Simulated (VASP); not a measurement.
# LuAlN2: single point with r2SCAN

LuAlN2:

```
Al Lu N
1.0
     1.53797    0.88795    4.95865
    -1.53797    0.88795    4.95865
     0.00000   -1.77590    4.95865
Al Lu N
1 1 2
Direct
  0.00000 0.00000 0.00000
  0.50000 0.50000 0.50000
  0.25952 0.25952 0.25952
  0.74048 0.74048 0.74048
```

```
Program             : VASP 6.6.1
Task                : single point
Functional          : r2SCAN
Potentials or basis : VASP PAW PBE potentials, release 64 (Al, Lu, N)
Cutoff              : 520 eV
k mesh              : 8 × 8 × 8
Occupations         : gaussian, width 0.01 eV
Spin                : no spin polarisation
```

* Pressure: 16.7 GPa
* Largest force: 0.375 eV/Å
* Band gap on the k mesh: 0.82 eV (least direct gap 2.40 eV)

Forces in eV/Å, atoms in the order of the input:
```
Al   0.000  0.000  0.000
Lu   0.000  0.000  0.000
N    0.000  0.000  0.375
N    0.000  0.000 -0.375
```

Stress tensor (GPa, compression positive):
```
16.46  0.00  0.00
 0.00 16.46  0.00
 0.00  0.00 17.05
```

Levels at points of the mesh, in eV from the valence-band top:
```csv
k point,band 16,band 17,band 18,band 19,band 20,band 21,band 22,band 23
"(0.00, 0.00, 0.00)",-2.91,-0.53,-0.53,0.00,3.83,4.79,4.79,5.19
"(0.50, 0.00, 0.00)",-3.34,-3.31,-1.50,-1.07,2.61,6.89,8.45,9.00
"(0.50, 0.50, 0.00)",-2.80,-2.79,-2.21,-1.58,0.82,6.30,7.22,9.17
"(0.50, 0.50, 0.50)",-2.44,-2.44,-1.13,-1.13,3.64,5.22,5.22,6.30
```

Run time: 9.4 min on 1 thread of Intel(R) Xeon(R) Platinum 8488C (Sapphire Rapids), with other jobs on the host, peak memory 0.33 GiB.

Caveat: the cell stands under pressure; the PAW data sets were made with another functional, which shifts forces and pressure a little; spin-orbit coupling is left out, which moves the levels of the heavy elements. A k mesh can miss the band edges.
